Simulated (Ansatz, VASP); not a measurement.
## Two plane-wave programs on Mg2Sn

Contents of POSCAR:

```
Mg2Sn
1.0
    0.0000000000      3.4134021648      3.4134021648
    3.4134021648      0.0000000000      3.4134021648
    3.4134021648      3.4134021648      0.0000000000
Sn Mg
1 2
Direct
    0.0000000000      0.0000000000      0.0000000000
    0.2500000000      0.2500000000      0.2500000000
    0.7500000000      0.7500000000      0.7500000000
```

File INCAR.step1:

```
PREC = Accurate ; ENCUT = 660
ISMEAR = -1 ; SIGMA = 0.02
LREAL = F ; LASPH = T
NELM = 120 ; NBANDS = 16
GGA = PE ; ALGO = Normal
EDIFF = 1E-5 ; LWAVE = T
LCHARG = F ; GGA_COMPAT = F
```

Contents of INCAR.step2:

```
PREC = Accurate ; ENCUT = 660
EDIFF = 1E-6 ; ISMEAR = -1
SIGMA = 0.02 ; LREAL = F
LASPH = T ; NELM = 120
ALGO = Normal ; ISIF = 2
LWAVE = F ; LCHARG = T
METAGGA = R2SCAN ; LMIXTAU = T
LELF = T ; LVHAR = T
NBANDS = 16 ; ISTART = 1
GGA_COMPAT = F
```

File KPOINTS:

```
regular mesh
0
Gamma
  6 6 6
```

Input for Ansatz:

```yaml
crystal:
  lattice:
    - [0.0, 3.4134021648, 3.4134021648]
    - [3.4134021648, 0.0, 3.4134021648]
    - [3.4134021648, 3.4134021648, 0.0]
  atoms:
    - { symbol: Sn, position: [0.0, 0.0, 0.0] }
    - { symbol: Mg, position: [0.25, 0.25, 0.25] }
    - { symbol: Mg, position: [0.75, 0.75, 0.75] }
kpoints:
  mp_grid: { grid: [6, 6, 6] }
hamiltonian:
  xc: r2scan
scf:
  occupations: { method: fermi_dirac, width: 0.02 }
  n_extra_bands: 4
output:
  forces: true
  stress: true
  eigenvalues: true
```

Alike in both runs: task single point; functional r2SCAN; k mesh 6 × 6 × 6; occupations fermi-dirac, width 0.02 eV; no spin polarisation.

|  | VASP | Ansatz |
| --- | --- | --- |
| version | VASP 6.6.1 | Ansatz 0.2.0 |
| potentials or method | VASP PAW PBE potentials, release 64 (Sn_d, Mg) | plane waves, PAW |
| plane-wave cutoff (eV) | 660 | 500 |
| valence electrons in the cell | 18 | 34 |

Ansatz gave:

- pressure (GPa): -1.3

Question: What did VASP give for the same quantities?

Answer: Pressure (GPa): -1.5.

VASP's potentials were made for PBE, not for r2SCAN. VASP's potentials hold 18 valence electrons a cell and Ansatz's 34, so a difference there can come from the potentials and not from the codes.
